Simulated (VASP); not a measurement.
Here is a VASP 6.6.1 calculation.

POSCAR

```
CoSi2
1.0
    0.0000000000      2.6573711548      2.6573711548
    2.6573711548      0.0000000000      2.6573711548
    2.6573711548      2.6573711548      0.0000000000
Co Si
1 2
Direct
    0.0000000000      0.0000000000      0.0000000000
    0.2500000000      0.2500000000      0.2500000000
    0.7500000000      0.7500000000      0.7500000000
```

The input INCAR.step1:

```
SYSTEM = CoSi2
  PREC = Accurate
  ENCUT = 520
  ISMEAR = 0
  SIGMA = 0.05
  LREAL = .FALSE.
  LASPH = .TRUE.
  NELM = 150
  ISPIN = 2
  MAGMOM = 0.05 0 0
  LMAXMIX = 4
  NBANDS = 20
  GGA = PE
  ALGO = Normal
  EDIFF = 1E-4
  LWAVE = .TRUE.
  LCHARG = .FALSE.
```

File INCAR.step2:

```
SYSTEM = CoSi2
  PREC = Accurate
  ENCUT = 520
  EDIFF = 1E-7
  ISMEAR = 0
  SIGMA = 0.05
  LREAL = .FALSE.
  LASPH = .TRUE.
  NELM = 150
  ALGO = Normal
  ISIF = 2
  LWAVE = .FALSE.
  LCHARG = .FALSE.
  ISPIN = 2
  MAGMOM = 0.05 0 0
  LORBIT = 11
  LMAXMIX = 4
  METAGGA = R2SCAN
  LMIXTAU = .TRUE.
  NBANDS = 20
  ISTART = 1
```

Contents of KPOINTS:

```
Automatic mesh
0
G
  12 12 12
  0 0 0
```

Potentials or basis: VASP PAW PBE potentials, release 64 (Co, Si).

The run is started by

```sh
$ cat potpaw_PBE.64/Co/POTCAR potpaw_PBE.64/Si/POTCAR > POTCAR
$ cp INCAR.step1 INCAR
$ mpirun -np 1 vasp_std > vasp.out
$ cp INCAR.step2 INCAR
$ mpirun -np 1 vasp_std > vasp.out
```

(1) Estimate the net moment.

(2) What does it give for the pressure?

## Answers

(1) 0.00 μB per cell.

(2) -0.1 GPa.

Caveat: the PAW data sets were made with another functional, which shifts forces and pressure a little.
